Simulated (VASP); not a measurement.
Set up this calculation in VASP 6.6.1, as the native input.

| Property | Result |
| --- | --- |
| Task | single point |
| Functional | PBE |
| Potentials or basis | VASP PAW PBE potentials, release 64 (Bi_d, P) |
| Cutoff | 500 eV |
| k mesh | 8 × 8 × 6 |
| Occupations | fermi-dirac, width 0.05 eV |
| Spin | no spin polarisation |
| Dipole correction | no |
| Further INCAR settings | ALGO = Normal; EDIFF = 1e-06; NBANDS = 17 |

The structure of BiP lies in POSCAR:

```
BiP
1.0
    3.7910648901      0.0000000000      0.0000000000
   -1.8955324451      3.2831584966      0.0000000000
    0.0000000000      0.0000000000      4.3916941594
Bi P
1 1
Direct
    0.0000000000      0.0000000000      0.5000000000
    0.0000000000      0.0000000000      0.0000000000
```

These files were run (other wordings do the same):

INCAR

```
PREC = Accurate
ENCUT = 500
EDIFF = 1E-6
ISMEAR = -1
SIGMA = 0.05
LREAL = False
LASPH = True
NELM = 120
ALGO = Normal
ISIF = 2
LWAVE = False
LCHARG = False
GGA = PE
NBANDS = 17
GGA_COMPAT = False
```

KPOINTS

```
regular mesh
0
Gamma
  8 8 6
```

Potentials or basis: VASP PAW PBE potentials, release 64 (Bi_d, P).

Launch:

```sh
$ cat potpaw_PBE.64/Bi_d/POTCAR potpaw_PBE.64/P/POTCAR > POTCAR
$ mpirun -np 1 vasp_std > vasp.out
```

Results of the run:

The pressure is 24.6 GPa and the band gap on the k mesh is zero (bands 10 and 11 overlap by 3.46 eV).

Caveat: the stress differs along the axes, from 3 to 68 GPa; spin-orbit coupling is left out, which moves the levels of the heavy elements; this functional lacks dispersion, which binds layers or chains, so the pressure and a relaxed spacing across them are unreliable.

Run time: 20 s on 1 thread of Intel(R) Xeon(R) Platinum 8375C CPU @ 2.90GHz (Ice Lake), on a shared host, peak memory 0.18 GiB.
